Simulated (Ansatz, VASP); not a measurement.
**AlN in VASP and in Ansatz**

```xyz
12
Lattice="2.1840 -2.1840 0.0000 2.1840 0.0000 -2.1840 12.7401 6.7339 6.7339" Properties=species:S:1:pos:R:3 pbc="T T T"
Al    3.4577   -0.9103   -0.9103
Al    7.8257    7.8257    7.8257
Al    3.4577    1.2737    1.2737
Al    7.8257    3.4577    3.4577
Al    3.4577    3.4577    3.4577
Al    7.8257    5.6417    5.6417
N     6.7337    2.3657    2.3657
N     6.7337    0.1817    0.1817
N     6.7337    4.5497    4.5497
N    11.1017    6.7337    6.7337
N     6.7337    6.7337    6.7337
N     2.3657    0.1817    0.1817
```

Alike in both runs: task single point; functional r2SCAN; k mesh 8 × 8 × 2; occupations gaussian, width 0.05 eV; no spin polarisation.

```csv
,VASP,Ansatz
version,VASP 6.6.1,Ansatz 0.2.0
potentials or method,"VASP PAW PBE potentials, release 64 (Al, N), cutoff 520 eV","scalar-relativistic, plane waves, PAW"
valence electrons in the cell,48,48
```

VASP gave:

- gap on the k mesh at the Fermi level (eV): 3.76
- least direct gap on the mesh (eV): 4.19
- pressure (GPa): -0.5
- traceless stress, the component that is largest in VASP (GPa): -2.04
- rms of the force components (eV/Å): 0.197

Problem. What did Ansatz give for the same quantities?

Solution. gap on the k mesh at the Fermi level (eV): 3.77; least direct gap on the mesh (eV): 4.20; pressure (GPa): -0.1; traceless stress, the component that is largest in VASP (GPa): -2.02; rms of the force components (eV/Å): 0.197.

VASP's potentials were made for PBE, not for r2SCAN. Atom by atom the forces differ by 0.002 eV/Å (rms over components). The functional is the same, so the differences come from potentials, cutoffs and numerics.
